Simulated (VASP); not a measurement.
Runs of VASP 6.6.1 on ZrH. Symmetry: P4_2/mmc, No. 131, tetragonal system. The conventional cell has a = 3.243 Å, b = 3.243 Å, c = 4.948 Å, α = 90.00°, β = 90.00°, γ = 90.00°. Within 2.7 Å of Zr (site symmetry mmm) lie 4 H at 2.04 Å. Within 2.7 Å of H (site symmetry -4m2) lie 4 Zr at 2.04 Å and 2 H at 2.47 Å. 

```tsv
k mesh	gap on the mesh (eV)	pressure (GPa)
7 × 7 × 5	none	-2.4
9 × 9 × 6	none	-2.6
2 × 2 × 2	none	-4.0
6 × 6 × 4	none	-2.6
3 × 3 × 2	none	(a)
```

Alike in all rows: task single point; level PBEsol; potentials or basis VASP PAW PBE potentials, release 64 (Zr_sv, H); no spin polarisation; cell as given; cutoff (eV) 500; smearing methfessel-paxton 0.1 eV.

Estimate the missing entries.

(a) -2.9.

Caveats: some runs use coarse meshes; the PAW data sets were made with another functional, which shifts forces and pressure a little.

A k mesh can miss the band edges, and the runs leave out spin-orbit coupling on Zr.

A gap of «none» marks levels without a gap at the run's occupations.
